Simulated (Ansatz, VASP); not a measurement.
# Mg3TiAs3 in VASP and in Ansatz

```
Mg Ti As
1.0
     5.51102    0.00000    0.00000
     0.00000    5.51102    0.00000
     0.00000    0.00000    5.51102
Mg Ti As
3 1 3
Cartesian
  2.7555 2.7555 0.0000
  0.0000 2.7555 2.7555
  2.7555 0.0000 2.7555
  2.7555 2.7555 2.7555
  2.7555 0.0000 0.0000
  0.0000 2.7555 0.0000
  0.0000 0.0000 2.7555
```

Change from the starting cell: species swapped into the Ce3GaBr3 type (Pm-3m, No. 221).

Alike in both runs: functional PBE; k mesh 4 × 4 × 4; occupations gaussian, width 0.1 eV; no spin polarisation.

Ansatz relaxed the structure, and its values are those at the end. VASP's run is a single point on that final structure, the one shown.

|  | VASP | Ansatz |
| --- | --- | --- |
| version | VASP 6.6.1 | Ansatz 0.2.0 |
| potentials or method | VASP PAW PBE potentials, release 64 (Mg, Ti_sv, As), cutoff 520 eV | scalar-relativistic, plane waves, PAW |
| valence electrons in the cell | 33 | 87 |

```csv
,VASP,Ansatz,Ansatz less VASP
gap on the k mesh at the Fermi level (eV),none,none,-
pressure (GPa),0.0,0.0,+0.06
```

A gap of «none» marks a metal or a gap that the smearing closes. VASP's potentials hold 33 valence electrons a cell and Ansatz's 87, so a difference there can come from the potentials and not from the codes.
